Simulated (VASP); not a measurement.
# H20CO9 in VASP: further runs, part 3 of 3

VASP 6.6.1. The steps go on from the part before.

**5. Single point, PBE+D3(BJ)**

This run uses another cell than the first one, of 10.23 Å³/atom, 2.378 times its volume.

The input, INCAR:

```
ALGO = Normal ; EDIFF = 1E-6
ENCUT = 520 ; GGA = PE
GGA_COMPAT = False ; ISIF = 2
ISMEAR = -1 ; IVDW = 12
LASPH = True ; LCHARG = False
LREAL = False ; LWAVE = False
NBANDS = 60 ; NELM = 120
PREC = Accurate ; SIGMA = 0.05
```

The input, KPOINTS:

```
k-points
0
Gamma
  1 1 1
```

The input, POSCAR:

```
H20CO9
1.0
    6.7459970000      0.0000000000      0.0000000000
    0.0000000000      6.7459970000      0.0000000000
    0.0000000000      0.0000000000      6.7459970000
O H C
9 20 1
Direct
    0.2923066820      0.9610291852      0.6500151127
    0.8949751979      0.9524611410      0.4931665401
    0.9551590373      0.5712128244      0.7138752063
    0.2643790088      0.5756154353      0.4376966073
    0.1503410096      0.0869256242      0.1926772277
    0.7248594982      0.2847614667      0.7979695218
    0.1921435779      0.4566411755      1.0169586497
    0.5050254247      0.2234510333      0.4606880199
    0.5312335597      1.0723099936      0.0963237902
    0.3291285187      0.8560632328      0.5586720540
    0.1524904325      0.9668696858      0.6593539843
    0.7920104323      0.9707682941      0.3928107291
    0.8422624558      1.0438190233      0.5951529477
    0.8713018995      0.6830865771      0.6776166666
    0.8587166582      0.4666174622      0.7583312000
    0.1743256038      0.5734067181      0.5581828750
    0.3687668405      0.4726506697      0.4623630873
    0.0900534050      0.0726801391      0.3222800129
    0.1310258513      0.2285503536      0.1474948773
    0.6497482878      0.2660688998      0.9252450009
    0.6328197300      0.2841388752      0.6803442101
    0.2159502887      0.5346874598      1.1351176112
    0.1057219563      0.5157873625      0.9134009398
    0.5581087569      0.1685740447      0.3344501932
    0.4329975243      0.1147347086      0.5225024559
    0.6974654747      0.8126300679      0.1427957943
    0.3891492985      1.0904837343      0.0901126994
    0.4342427072      0.7964575140      0.1634006063
    0.5377114754      0.8245334233     -0.0790098187
    0.5494073004      0.8575604169      0.0784465217
```

Potentials or basis: VASP PAW PBE potentials, release 64 (O, H, C).

On the command line:

```sh
$ cat potpaw_PBE.64/O/POTCAR potpaw_PBE.64/H/POTCAR potpaw_PBE.64/C/POTCAR > POTCAR
$ mpirun -np 1 vasp_gam > vasp.out
```

OUTCAR:

```text
EDIFF = 1E-6
   ENCUT = 520
   GGA = PE
   ISIF = 2
   ISMEAR = -1
   IVDW = 12
   LASPH = True
   LREAL = False
   NELM = 120
   PREC = Accurate
 IVDW          = 12

 ion  position               nearest neighbor table
   1  0.292  0.961  0.650-  11 0.95  10 0.97
   2  0.895  0.952  0.493-  12 0.98  13 0.99
   3  0.955  0.571  0.714-  14 0.97  15 1.01
   4  0.264  0.576  0.438-  17 1.00  16 1.01
   5  0.150  0.087  0.193-  18 0.97  19 1.01
   6  0.725  0.285  0.798-  20 1.00  21 1.01
   7  0.192  0.457  0.017-  22 0.97  23 0.99
   8  0.505  0.223  0.461-  25 0.97  24 1.00
   9  0.531  0.072  0.096-  27 0.97  30 1.46
  10  0.329  0.856  0.559-   1 0.97
  11  0.152  0.967  0.659-   1 0.95
  12  0.792  0.971  0.393-   2 0.98
  13  0.842  0.044  0.595-   2 0.99
  14  0.871  0.683  0.678-   3 0.97
  15  0.859  0.467  0.758-   3 1.01
[... 12 lines left out ...]
  28  0.434  0.796  0.163-  30 1.05
  29  0.538  0.825  0.921-  30 1.09
  30  0.549  0.858  0.078-  28 1.05  29 1.09  26 1.13   9 1.46

[... 218 lines left out ...]
 cond. band min:       1.0900511337   @ k =   0.0000   0.0000   0.0000
 fundamental gap:      4.4525261692
 Fermi energy:        -2.1738498383

 k-point     1 :       0.0000    0.0000    0.0000
  band No.  band energies     occupation
      1     -23.1855      2.00000
      2     -22.8006      2.00000
      3     -22.6177      2.00000
      4     -22.3210      2.00000
      5     -21.9714      2.00000
      6     -21.6960      2.00000
[... 43 lines left out ...]
     50       6.3958      0.00000
     51       6.4539      0.00000
 [bands above 51 left out]

------------------------ aborting loop because EDIFF is reached ----------------------------------------

 Edisp (eV)   -1.01196

 E8    (eV) :    -0.2090

  FORCE on cell =-STRESS in cart. coord.  units (eV):
  Direction    XX          YY          ZZ          XY          YZ          ZX
  --------------------------------------------------------------------------------------
  -------------------------------------------------------------------------------------
  Total       3.04655     1.05840    -1.76506     2.68670    -0.08031    -0.91902
  in kB      15.89941     5.52362    -9.21152    14.02142    -0.41911    -4.79621
  external pressure =        4.07 kB  Pullay stress =        0.00 kB

 VOLUME and BASIS-vectors are now :
 -----------------------------------------------------------------------------
  energy-cutoff  :      520.00
  volume of cell :      307.00
      direct lattice vectors                 reciprocal lattice vectors
     6.745997000  0.000000000  0.000000000     0.148236058  0.000000000  0.000000000
     0.000000000  6.745997000  0.000000000     0.000000000  0.148236058  0.000000000
     0.000000000  0.000000000  6.745997000     0.000000000  0.000000000  0.148236058

 POSITION                                       TOTAL-FORCE (eV/Angst)
 -----------------------------------------------------------------------------------
      1.97190      6.48310      4.38500         1.901185      0.311025      0.475859
      6.03750      6.42530      3.32690        -0.831882      0.548233      0.526210
      6.44350      3.85340      4.81580         0.065862      0.396237      0.034541
      1.78350      3.88310      2.95270         0.400551     -0.073969      0.968617
      1.01420      0.58640      1.29980        -0.152626      0.906821     -0.922542
      4.88990      1.92100      5.38310        -0.434478     -0.033092      0.139963
[... 22 lines left out ...]
      3.62740      5.56230      6.21300         0.041008     -0.526795     -0.146333
      3.70630      5.78510      0.52920         2.080313      1.244510     -0.269176
 -----------------------------------------------------------------------------------
    total drift:                                0.002491      0.001623     -0.000174

  FREE ENERGIE OF THE ION-ELECTRON SYSTEM (eV)
  ---------------------------------------------------
  free  energy   TOTEN  =      -147.9462130403 eV

  energy  without entropy=     -147.9462130401  energy(sigma->0) =     -147.94621304
```

OSZICAR:

```text
N       E                     dE             d eps       ncg     rms          rms(c)
DAV:   1     0.625646668655E+03    0.62565E+03   -0.42459E+04   120   0.120E+03
DAV:   2    -0.992047277698E+02   -0.72485E+03   -0.68682E+03   148   0.296E+02
DAV:   3    -0.160668563607E+03   -0.61464E+02   -0.61093E+02   144   0.931E+01
DAV:   4    -0.161601135185E+03   -0.93257E+00   -0.93048E+00   152   0.129E+01
DAV:   5    -0.161616116170E+03   -0.14981E-01   -0.14978E-01   152   0.157E+00    0.231E+01
DAV:   6    -0.147699990249E+03    0.13916E+02   -0.41525E+01   144   0.254E+01    0.910E+00
DAV:   7    -0.147175159062E+03    0.52483E+00   -0.16937E+00   144   0.528E+00    0.561E+00
DAV:   8    -0.146932904451E+03    0.24225E+00   -0.54860E-01   144   0.383E+00    0.751E-01
DAV:   9    -0.146928840936E+03    0.40635E-02   -0.80618E-02   152   0.133E+00    0.374E-01
DAV:  10    -0.146933696020E+03   -0.48551E-02   -0.13916E-02   128   0.523E-01    0.195E-01
DAV:  11    -0.146934094301E+03   -0.39828E-03   -0.24595E-03   144   0.281E-01    0.972E-02
DAV:  12    -0.146934277919E+03   -0.18362E-03   -0.93797E-04   128   0.169E-01    0.288E-02
DAV:  13    -0.146934272511E+03    0.54087E-05   -0.17857E-04   152   0.689E-02    0.184E-02
DAV:  14    -0.146934259393E+03    0.13118E-04   -0.28471E-05   128   0.256E-02    0.811E-03
DAV:  15    -0.146934257110E+03    0.22831E-05   -0.38127E-06   128   0.110E-02    0.339E-03
DAV:  16    -0.146934256911E+03    0.19892E-06   -0.15977E-06   112   0.698E-03
   1 F= -.14794621E+03 E0= -.14794621E+03  d E =-.120089E-09
```

Run time: 42 s. Hardware: 1 thread of Intel Xeon Platinum 8488C (Sapphire Rapids), shared host; peak memory 0.32 GiB.

Results:

```
Free energy                : -147.9462 eV
Pressure                   : 0.4 GPa
Largest force              : 2.439 eV/Å
Band gap on the k mesh     : 4.45 eV
Dispersion energy per atom : -0.034 eV
```

Forces on the atoms (eV/Å):
```
O    1.901  0.311  0.476
O   -0.832  0.548  0.526
O    0.066  0.396  0.035
O    0.401 -0.074  0.969
O   -0.153  0.907 -0.923
O   -0.434 -0.033  0.140
O    0.187 -1.072 -0.389
O    1.316  0.858 -0.078
O    1.344 -0.314 -0.010
H   -0.580 -0.840 -0.179
H   -1.192 -0.163 -0.190
H    0.273 -0.298 -0.207
H    0.220 -0.028  0.114
H    0.326  0.225 -0.145
H   -0.062 -0.457 -0.027
H    0.333 -0.282 -1.079
H   -0.754  0.306 -0.187
H   -0.116 -0.057  0.254
H    0.074 -0.688  0.151
H    0.242 -0.383 -1.044
H    0.078 -0.179  0.550
H   -0.401  0.572  0.130
H    0.209  0.473  0.690
H   -0.504  0.308 -0.196
H   -0.971 -0.286  0.498
H   -0.740  0.162 -0.590
H   -1.129  0.386  0.391
H   -1.221 -1.018  0.734
H    0.041 -0.527 -0.146
C    2.080  1.245 -0.269
```

Levels at points of the mesh, in eV from the valence-band top:
| k point | band 37 | band 38 | band 39 | band 40 | band 41 | band 42 |
| --- | --- | --- | --- | --- | --- | --- |
| (0.00, 0.00, 0.00) | -0.32 | -0.20 | 0.00 | 4.45 | 6.95 | 7.25 |

Caveat: the k points lie up to 0.93 Å⁻¹ apart.

**6. The runs side by side**

```csv
cell,gap on the mesh (eV),pressure (GPa),largest force (eV/Å)
"a = 5.387, b = 4.778, c = 5.016 Å, 30 atoms",5.73,44.1,5.51
"a = 6.404, b = 4.737, c = 4.679 Å, 30 atoms",6.00,21.0,4.29
"a = 6.692, b = 5.045, c = 5.357 Å, 30 atoms",4.82,6.6,4.97
"a = 6.746 Å, 30 atoms",4.45,0.4,2.44
```

Alike in all rows: task single point; level PBE+D3(BJ); potentials or basis VASP PAW PBE potentials, release 64 (O, H, C); no spin polarisation; k mesh 1 × 1 × 1; cutoff (eV) 520; smearing fermi-dirac 0.05 eV.

Caveats: all runs use coarse meshes.

Total energies depend on the potentials used, so only differences within one code and one set of settings carry meaning.
